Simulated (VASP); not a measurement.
Crystal: Rh.

```
Rh
1.0
     0.00000    1.89785    1.89785
     1.89785    0.00000    1.89785
     1.89785    1.89785    0.00000
Rh
1
Direct
  0.00000 0.00000 0.00000
```

| Quantity | Value |
| --- | --- |
| Program | VASP 6.6.1 |
| Task | relaxation of cell and atoms |
| Functional | PBE |
| Potentials or basis | VASP PAW PBE potentials, release 64 (Rh_pv) |
| Cutoff | 500 eV |
| k mesh | 12 × 12 × 12 |
| Occupations | fermi-dirac, width 0.1 eV |
| Spin | no spin polarisation |

At the start: pressure 7.8 GPa; volume 13.67 Å³/atom.

Problem. How do energy, volume and symmetry change on relaxing?

Solution. Over 3 steps the energy falls by 9.2 meV/atom and the volume is 14.07 Å³/atom (+2.9 %); space group Fm-3m (No. 225, to 0.1 Å) before and after.

Step by step:
| step | energy change (eV) | largest force (eV/Å) | pressure (GPa) | volume (Å³) |
| --- | --- | --- | --- | --- |
| 1 | 0.0000 | 0.0000 | 7.77 | 13.67 |
| 2 | 0.0363 | 0.0000 | -14.15 | 15.03 |
| 3 | -0.0092 | 0.0000 | -0.16 | 14.07 |

Final structure:
```yaml
crystal:
  lattice:
    - [0.00000, 1.91629, 1.91629]
    - [1.91629, 0.00000, 1.91629]
    - [1.91629, 1.91629, 0.00000]
  atoms:
    - { symbol: Rh, position: [0.00000, 0.00000, 0.00000] }
```
